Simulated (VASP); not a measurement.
Here is a VASP 6.6.1 calculation.

Contents of INCAR:

```
PREC     = Accurate       # precision mode
ENCUT    = 520            # plane-wave cutoff, eV
EDIFF    = 1E-7           # SCF threshold, eV
ISMEAR   = 0              # smearing method
SIGMA    = 0.1            # smearing width, eV
LREAL    = False          # projectors in reciprocal space
LASPH    = True           # aspherical terms in the spheres
NELM     = 60             # most SCF steps
ALGO     = Normal         # electronic algorithm
ISIF     = 2              # what is computed and relaxed
LWAVE    = False          # write WAVECAR
LCHARG   = False          # write CHGCAR
GGA      = PE             # functional
NBANDS   = 31             # bands
```

KPOINTS

```
regular mesh
0
Gamma
  6 6 6
```

POSCAR

```
CuSi4P3
1.0
    1.9357869250      1.1176271022     11.5543338505
   -1.9357869250      1.1176271022     11.5543338505
    0.0000000000     -2.2352542045     11.5543338505
Si Cu P
4 1 3
Direct
    0.7505810000      0.7505810000      0.7505810000
    0.4980110000      0.4980110000      0.4980110000
    0.2502400000      0.2502400000      0.2502400000
    0.0631480000      0.0631480000      0.0631480000
    0.9944980000      0.9944980000      0.9944980000
    0.8164080000      0.8164080000      0.8164080000
    0.5632290000      0.5632290000      0.5632290000
    0.3138850000      0.3138850000      0.3138850000
```

Potentials or basis: VASP PAW PBE potentials, release 64 (Si, Cu, P).

Launch:

```console
$ cat potpaw_PBE.64/Si/POTCAR potpaw_PBE.64/Cu/POTCAR potpaw_PBE.64/P/POTCAR > POTCAR
$ mpirun -np 1 vasp_std > vasp.out
```

Problem. What does it give for the pressure?

Solution. 0.6 GPa.

Problem. Estimate the band gap on the k mesh.

Solution. Zero (bands 21 and 22 overlap by 1.05 eV).

Problem. What does it give for the largest force?

Solution. 0.742 eV/Å.

Forces in eV/Å, atoms in the order of the input:
```
Si   0.000  0.000 -0.258
Si   0.000  0.000  0.400
Si   0.000  0.000  0.742
Si   0.000  0.000 -0.193
Cu   0.000  0.000 -0.171
P    0.000  0.000 -0.326
P    0.000  0.000 -0.324
P    0.000  0.000  0.129
```
